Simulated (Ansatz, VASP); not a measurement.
## Two plane-wave programs on CdSe

```
Cd Se
1.0
    -0.34083    2.63365    3.09841
     3.09841   -0.34083    3.09841
     2.75759    2.29283    0.00000
Cd Se
1 1
Direct
  0.00000 0.00000 0.00000
  0.75000 0.75000 0.75000
```

Change from the starting cell: engineering shear strain xz -0.2200, normal strain along z -0.1500.

Alike in both runs: task single point; functional PBE; k mesh 10 × 10 × 10; occupations gaussian, width 0.05 eV; no spin polarisation.

|  | VASP | Ansatz |
| --- | --- | --- |
| version | VASP 6.6.1 | Ansatz 0.2.0 |
| potentials or method | VASP PAW PBE potentials, release 64 (Cd, Se), cutoff 520 eV | scalar-relativistic, plane waves, PAW |
| valence electrons in the cell | 18 | 36 |

Ansatz gave:

| Item | Value |
| --- | --- |
| gap on the k mesh at the Fermi level (eV) | 0.08 |
| least direct gap on the mesh (eV) | 0.19 |
| pressure (GPa) | 15.7 |
| traceless stress, the component that is largest in VASP (GPa) | 16.60 |
| rms of the force components (eV/Å) | 1.714 |

Task: Estimate VASP's values.

Result: gap on the k mesh at the Fermi level (eV): 0.08; least direct gap on the mesh (eV): 0.19; pressure (GPa): 16.4; traceless stress, the component that is largest in VASP (GPa): 16.98; rms of the force components (eV/Å): 1.770.

Atom by atom the forces differ by 0.056 eV/Å (rms over components). VASP's potentials hold 18 valence electrons a cell and Ansatz's 36, so a difference there can come from the potentials and not from the codes.
